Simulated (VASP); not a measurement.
# HfB2 (Ama2) in VASP: a series of runs

Runs on HfB2. Level: PBE. Tasks: single point, relaxation of cell and atoms.

Everything below comes from runs of VASP 6.6.1. Logs are shortened: lines on timing, memory, paths and dates and some standing lists are left out, and cuts for length are marked.

## 1. The cell of the first run

Symmetry: Ama2, No. 40, orthorhombic system. The conventional cell has a = 4.933 Å, b = 5.253 Å, c = 5.652 Å, α = 90.00°, β = 90.00°, γ = 90.00°. Hf (site symmetry m) has 3 B at 1.72 to 1.79 Å within 2.3 Å. Within 1.9 Å of B (site symmetry m) lie 2 B at 1.41 Å and 1 Hf at 1.79 Å. Within 1.9 Å of B (site symmetry 2) lie 2 B at 1.41 Å and 2 Hf at 1.72 Å.

## 2. Single point, PBE

File INCAR:

```
PREC     = Accurate       # precision mode
ENCUT    = 520            # plane-wave cutoff, eV
EDIFF    = 1E-6           # SCF threshold, eV
ISMEAR   = 0              # smearing method
SIGMA    = 0.1            # smearing width, eV
LREAL    = F              # projectors in reciprocal space
LASPH    = T              # aspherical terms in the spheres
NELM     = 60             # most SCF steps
ALGO     = Normal         # electronic algorithm
ISIF     = 2              # what is computed and relaxed
LWAVE    = F              # write WAVECAR
LCHARG   = F              # write CHGCAR
GGA      = PE             # functional
NBANDS   = 25             # bands
```

File KPOINTS:

```
Automatic mesh
0
Gamma
  4 4 4
```

File POSCAR:

```
HfB2
1.0
    4.9326086900      0.0000000000      0.0000000000
    0.0000000000      2.6265313000      2.8258567700
    0.0000000000     -2.6265313000      2.8258567700
Hf B
2 4
Direct
    0.2500000000      0.0869515900      0.0771445100
    0.7500000000      0.0771445100      0.0869515900
    0.2500000000      0.8432600900      0.6997048500
    0.7500000000      0.6997048500      0.8432600900
    0.0000000000      0.8702385400      0.8702385400
    0.5000000000      0.8702385400      0.8702385400
```

Potentials or basis: VASP PAW PBE potentials, release 64 (Hf_pv, B).

Started as:

```sh
cat potpaw_PBE.64/Hf_pv/POTCAR potpaw_PBE.64/B/POTCAR > POTCAR
mpirun -np 1 vasp_std > vasp.out
```

OUTCAR:

```text
PREC = Accurate
   ENCUT = 520
   EDIFF = 1E-6
   ISMEAR = 0
   LREAL = F
   LASPH = T
   NELM = 60
   ISIF = 2
   GGA = PE

 ion  position               nearest neighbor table
   1  0.250  0.087  0.077-   5 1.72   6 1.72   3 1.79   2 2.47   2 2.47   3 2.51
   2  0.750  0.077  0.087-   5 1.72   6 1.72   4 1.79   1 2.47   1 2.47   4 2.51
   3  0.250  0.843  0.700-   5 1.41   6 1.41   1 1.79   1 2.51
   4  0.750  0.700  0.843-   5 1.41   6 1.41   2 1.79   2 2.51
   5  0.000  0.870  0.870-   3 1.41   4 1.41   1 1.72   2 1.72
   6  0.500  0.870  0.870-   3 1.41   4 1.41   1 1.72   2 1.72

  LATTYP: Found a base centered orthorhombic cell.
 ALAT       =     5.2530626000
 B/A-ratio  =     1.0758892422
 C/A-ratio  =     0.9389967464

  Lattice vectors:

 A1 = (   0.0000000000,   2.6265313000,  -2.8258567700)
 A2 = (   0.0000000000,   2.6265313000,   2.8258567700)
 A3 = (   4.9326086900,   0.0000000000,   0.0000000000)

Analysis of symmetry for initial positions (statically):
=====================================================================
 Subroutine PRICEL returns:
 Original cell was already a primitive cell.

 Routine SETGRP: Setting up the symmetry group for a
 base centered orthorhombic supercell.

 Subroutine GETGRP returns: Found  4 space group operations
 (whereof  2 operations were pure point group operations)
 out of a pool of  8 trial point group operations.

The static configuration has the point symmetry C_2 .
 The point group associated with its full space group is C_2v.

Analysis of symmetry for dynamics (positions and initial velocities):
=====================================================================
 Subroutine PRICEL returns:
 Original cell was already a primitive cell.

 Routine SETGRP: Setting up the symmetry group for a
 base centered orthorhombic supercell.

 Subroutine GETGRP returns: Found  4 space group operations
 (whereof  2 operations were pure point group operations)
 out of a pool of  8 trial point group operations.

The dynamic configuration has the point symmetry C_2 .
 The point group associated with its full space group is C_2v.

 Subroutine INISYM returns: Found  4 space group operations
 (whereof  2 operations are pure point group operations),
 and found     1 'primitive' translations

[... 88 lines left out ...]
 SYSTEM =  unknown system
   PREC   = accura    normal or accurate (medium, high low for compatibility)
   ISTART =      0    job   : 0-new  1-cont  2-samecut
   ICHARG =      2    charge: 1-file 2-atom 10-const
   ISPIN  =      1    spin polarized calculation?
   LNONCOLLINEAR =      F non collinear calculations
   LSORBIT =      F    spin-orbit coupling
   LASPH  =      T    aspherical Exc in radial PAW
   ENCUT  =  520.0 eV  38.22 Ry    6.18 a.u.   9.17  7.17  7.17*2*pi/ulx,y,z
   NELM   =     60;   NELMIN=  2; NELMDL= -5     # of ELM steps
   EDIFF  = 0.1E-05   stopping-criterion for ELM
   LREAL  =      F    real-space projection
[... 7 lines left out ...]
   TEBEG  =    0.0;   TEEND  =   0.0 temperature during run
   PSTRESS=    0.0 pullay stress
   NELECT =      32.0000    total number of electrons
   NUPDOWN=      -1.0000    fix difference up-down
   EMIN   =  10.00;   EMAX   =-10.00  energy-range for DOS
   EFERMI =   0.00;   METHOD = LEGACY
   ISMEAR =     0;   SIGMA  =   0.10  broadening in eV -4-tet -1-fermi 0-gaus
   EFERMI_NEDOS =   21; number of points for ismear=-14 and -15
   IALGO  =     38    algorithm
   IMIX   =      4    mixing-type and parameters
     AMIX     =   0.40;   BMIX     =  1.00
     AMIX_MAG =   1.60;   BMIX_MAG =  1.00
  volume/ion in A,a.u.               =      12.20        82.35
  Fermi-wavevector in a.u.,A,eV,Ry     =   1.242353  2.347707 20.999791  1.543441
  Thomas-Fermi vector in A             =   2.376711
   LORBIT       =      0    0 simple, 1 ext, 2 COOP (PROOUT), +10 PAW based schemes
   GGA     = PE    functional components
   LHFCALC =     F    Hartree Fock is set to
   AEXX    =    0.0000 exact exchange contribution
   IVDW    =     0    specifies the selected vdW correction
   LEPSILON=     F    determine dielectric tensor
   LRPA    =     F    only Hartree local field effects (RPA)
 non-spin polarized calculation
 Gauss-broadening in eV      SIGMA  =   0.10
  energy-cutoff  :      520.00
  volume of cell :       73.22
 maximum number of plane-waves:      1992
 NGX is ok and might be reduce to    40
   NGX = 19   NGY = 15   NGZ = 15

 number of electron      31.9999999 magnetization

 Free energy of the ion-electron system (eV)
  ---------------------------------------------------
  ext. energy  EPLUGINS =         0.00000000
  ---------------------------------------------------
  free energy    TOTEN  =       -23.94443934 eV

  energy without entropy =      -23.92323520  energy(sigma->0) =      -23.93383727

 E-fermi :   4.2806     XC(G=0): -10.6984

 val. band max:        4.2582810819   @ k =   0.5000   0.2500   0.0000
 cond. band min:       4.2878634106   @ k =   0.5000   0.2500   0.2500
 fundamental gap:      0.0295823287
 Fermi energy:         4.2805767223

 k-point     1 :       0.0000    0.0000    0.0000
  band No.  band energies     occupation
      1     -27.7433      2.00000
      2     -26.2962      2.00000
      3     -25.8489      2.00000
      4     -25.1837      2.00000
      5     -24.6615      2.00000
      6     -23.9757      2.00000
[... 577 lines left out ...]
     24       8.1975      0.00000
     25      11.0587      0.00000

------------------------ aborting loop because EDIFF is reached ----------------------------------------

  FORCE on cell =-STRESS in cart. coord.  units (eV):
  Direction    XX          YY          ZZ          XY          YZ          ZX
  --------------------------------------------------------------------------------------
  -------------------------------------------------------------------------------------
  Total       93.9139530     -1.4231496     82.7655211      0.0000000      0.0000000      0.0000000
  in kB     2054.9502780    -31.1402245   1811.0091744      0.0000000      0.0000000      0.0000000
  external PRESSURE =    1278.2730760 kB  Pullay stress =       0.0000000 kB

 VOLUME and BASIS-vectors are now :
 -----------------------------------------------------------------------------
  energy-cutoff  :      520.00
  volume of cell :       73.22
      direct lattice vectors                 reciprocal lattice vectors
     4.932608690  0.000000000  0.000000000     0.202732482  0.000000000  0.000000000
     0.000000000  2.626531300  2.825856770     0.000000000  0.190365141  0.176937489
     0.000000000 -2.626531300  2.825856770     0.000000000 -0.190365141  0.176937489

 POSITION                                       TOTAL-FORCE (eV/Angst)
 -----------------------------------------------------------------------------------
      1.23315      0.02576      0.46371         0.000000      0.035861     29.534862
      3.69946     -0.02576      0.46371         0.000000     -0.035861     29.534862
      1.23315      0.37705      4.36020        -0.000000      4.126305    -14.710337
      3.69946     -0.37705      4.36020         0.000000     -4.126305    -14.710337
      0.00000      0.00000      4.91834         0.000000      0.000000    -14.824525
      2.46630      0.00000      4.91834         0.000000      0.000000    -14.824525
 -----------------------------------------------------------------------------------
    total drift:                                0.000000     -0.000000     -0.000296

  FREE ENERGIE OF THE ION-ELECTRON SYSTEM (eV)
  ---------------------------------------------------
  free  energy   TOTEN  =       -23.9444393429 eV

  energy  without entropy=      -23.9232352040  energy(sigma->0) =      -23.93383727
```

It took 38 s on 1 thread of Intel Xeon Platinum 8259CL at 2.50GHz (Skylake/Cascade Lake), shared host; peak memory 0.19 GiB.

What came out:

| Quantity | Value |
| --- | --- |
| Free energy | -23.9444 eV |
| Pressure | 127.8 GPa |
| Largest force | 29.535 eV/Å |
| Band gap on the k mesh | zero (band 16 reaches 4.92 eV, above the bottom of band 17 at 3.69 eV) |

Forces in eV/Å, atoms in the order of the input:
```
Hf    0.000   0.036  29.535
Hf    0.000  -0.036  29.535
B     0.000   4.126 -14.710
B     0.000  -4.126 -14.710
B     0.000   0.000 -14.825
B     0.000   0.000 -14.825
```

Caveat: the k points lie up to 0.41 Å⁻¹ apart; spin-orbit coupling is left out, which moves the levels of the heavy elements; forces of over 1 eV/Å act on the atoms, so gaps and moduli don't describe the material at rest.

## 3. Relaxation of cell and atoms, PBE

File INCAR:

```
PREC = Accurate
ENCUT = 600
EDIFF = 1E-6
ISMEAR = 0
SIGMA = 0.1
LREAL = False
LASPH = True
NELM = 60
ALGO = Normal
ISIF = 3
LWAVE = False
LCHARG = False
GGA = PE
IBRION = 2
NSW = 90
EDIFFG = -0.04
```

KPOINTS is that of step 2.

POSCAR is that of step 2.

Potentials or basis: VASP PAW PBE potentials, release 64 (Hf_pv, B).

Started as:

```sh
cat potpaw_PBE.64/Hf_pv/POTCAR potpaw_PBE.64/B/POTCAR > POTCAR
mpirun -np 1 vasp_std > vasp.out
```

It took 16 min on 1 thread of Intel Xeon Platinum 8259CL at 2.50GHz (Skylake/Cascade Lake), shared host; peak memory 0.23 GiB.

The run converged. Its results:

* Free energy: -48.1819 eV
* Relaxed volume: 11.89 Å³/atom
* Relaxed cell: a = 6.346 Å, b = 3.352 Å, c = 3.352 Å, α = 90.02°, β = 90.00°, γ = 90.00°
* Space group after relaxing (to 0.05 Å): P4/mmm (No. 123)
* Energy gained by relaxing: 4038.0 meV/atom
* Ionic steps: 42
* Pressure after relaxing: -0.1 GPa
* Largest force after relaxing: 0.038 eV/Å
* Band gap on the k mesh: zero (band 16 reaches 6.16 eV, above the bottom of band 17 at 4.58 eV)

Forces on the atoms (eV/Å):
```
Hf   0.000  0.012  0.006
Hf   0.000 -0.012  0.006
B    0.000 -0.022 -0.031
B    0.000  0.022 -0.031
B    0.000  0.000  0.025
B    0.000  0.000  0.025
```

Stress tensor (GPa, compression positive):
```
-0.29  0.00  0.00
 0.00 -0.02  0.00
 0.00  0.00  0.11
```

Step by step:
| step | energy change (eV) | largest force (eV/Å) | pressure (GPa) | volume (Å³) |
| --- | --- | --- | --- | --- |
| 1 | 0.0000 | 29.5330 | 127.81 | 73.22 |
| 3 | -6.8382 | 1.5917 | -20.71 | 189.06 |
| 5 | -15.5961 | 3.6375 | -19.03 | 117.56 |
| 7 | -18.2098 | 2.5257 | 5.83 | 86.23 |
| 9 | -21.3290 | 2.8302 | -18.54 | 90.41 |
| 11 | -23.0703 | 2.6368 | 4.30 | 72.00 |
| 13 | -23.6980 | 1.0221 | 1.86 | 72.35 |
| 15 | -23.8429 | 0.4570 | -1.38 | 73.01 |
| 17 | -23.9355 | 0.8746 | -0.43 | 71.97 |
| 19 | -24.0104 | 0.3732 | 1.87 | 71.04 |
| 21 | -24.0746 | 0.5157 | 0.23 | 71.47 |
| 23 | -24.1360 | 0.3765 | -2.06 | 72.13 |
| 25 | -24.1642 | 0.4488 | -1.31 | 71.84 |
| 27 | -24.1882 | 0.2092 | 1.79 | 70.57 |
| 29 | -24.1988 | 0.2141 | 0.02 | 71.14 |
| 31 | -24.2090 | 0.1583 | -0.97 | 71.71 |
| 33 | -24.2196 | 0.1567 | 0.94 | 70.95 |
| 35 | -24.2235 | 0.0964 | 0.06 | 71.20 |
| 37 | -24.2264 | 0.0770 | -0.25 | 71.41 |
| 39 | -24.2272 | 0.0370 | 0.25 | 71.22 |
| 41 | -24.2277 | 0.0524 | 0.00 | 71.28 |
| 42 | -24.2281 | 0.0377 | -0.07 | 71.31 |

Final structure:
```cif
data_structure
_symmetry_space_group_name_H-M 'P 1'
_symmetry_Int_Tables_number 1
_cell_length_a 6.3465
_cell_length_b 3.3521
_cell_length_c 3.3521
_cell_angle_alpha 90.024
_cell_angle_beta 90.000
_cell_angle_gamma 90.000
_cell_volume 71.31
loop_
_atom_site_label
_atom_site_type_symbol
_atom_site_fract_x
_atom_site_fract_y
_atom_site_fract_z
_atom_site_occupancy
Hf1 Hf 0.25000 0.24314 0.24199 1
Hf2 Hf 0.75000 0.24199 0.24314 1
B1 B 0.25000 0.74394 0.74217 1
B2 B 0.75000 0.74217 0.74394 1
B3 B 0.00000 0.73815 0.73815 1
B4 B 0.50000 0.73815 0.73815 1
```

Levels at points of the mesh, in eV from the Fermi level:
```
           k point  band 13  band 14  band 15  band 16  band 17  band 18  band 19  band 20
(0.00, 0.00, 0.00)    -1.24    -1.22    -0.30    -0.30    -0.30     2.03     2.03     3.32
(0.50, 0.00, 0.00)    -0.82    -0.82    -0.80    -0.80     0.80     0.80     3.04     3.04
(0.00, 0.50, 0.00)    -3.45    -1.85    -1.71    -1.03     2.27     2.50     2.95     4.73
(0.50, 0.50, 0.00)    -2.78    -2.78    -0.55    -0.55     3.35     3.35     3.54     3.55
(0.00, 0.50, 0.50)    -3.51    -3.51    -1.09    -0.29    -0.28     2.80     2.80     4.01
(0.50, 0.50, 0.50)    -3.72    -3.72     0.88     0.88     0.88     0.88     1.09     1.09
```

Caveat: the k points lie up to 0.47 Å⁻¹ apart in the final cell; spin-orbit coupling is left out, which moves the levels of the heavy elements.
